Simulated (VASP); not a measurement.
Write the native input for VASP 6.6.1 that does the following.

| Item | Value |
| --- | --- |
| Task | single point |
| Functional | PBE |
| Potentials or basis | VASP PAW PBE potentials, release 64 (Ir) |
| Cutoff | 520 eV |
| k mesh | 22 × 22 × 22 |
| Occupations | gaussian, width 0.15 eV |
| Spin | no spin polarisation |
| Dipole correction | no |
| Further INCAR settings | ALGO = Fast; EDIFF = 1e-06; NBANDS = 10 |

The structure of Ir lies in POSCAR:

```
Ir
1.0
    0.0000000000      1.9197000000      1.9676925000
    1.9197000000      0.0000000000      1.9676925000
    1.9197000000      1.9197000000      0.0000000000
Ir
1
Direct
    0.0000000000      0.0000000000      0.0000000000
```

This cell differs from its parent crystal: strain +0.0250 x Voigt [0, 0, 1, 0, 0, 0].

These files were run (other wordings do the same):

INCAR

```
SYSTEM = Ir
  PREC = Accurate
  ENCUT = 520
  EDIFF = 1E-6
  ISMEAR = 0
  SIGMA = 0.15
  LREAL = .False.
  LASPH = .True.
  NELM = 60
  ALGO = Fast
  ISIF = 2
  LWAVE = .False.
  LCHARG = .False.
  GGA = PE
  NBANDS = 10
```

KPOINTS

```
Automatic mesh
0
Gamma
  22 22 22
  0 0 0
```

Potentials or basis: VASP PAW PBE potentials, release 64 (Ir).

Launch:

```console
$ cat potpaw_PBE.64/Ir/POTCAR > POTCAR
$ mpirun -np 1 vasp_std > vasp.out
```

Results of the run:

```json
{
 "Pressure": "0.5 GPa"
}
```

Caveat: the cell differs from its parent crystal (strain +0.0250 x Voigt [0, 0, 1, 0, 0, 0]).

It took 76 s on 1 thread of Intel Xeon 6975P-C, with other jobs on the host, peak memory 0.24 GiB.
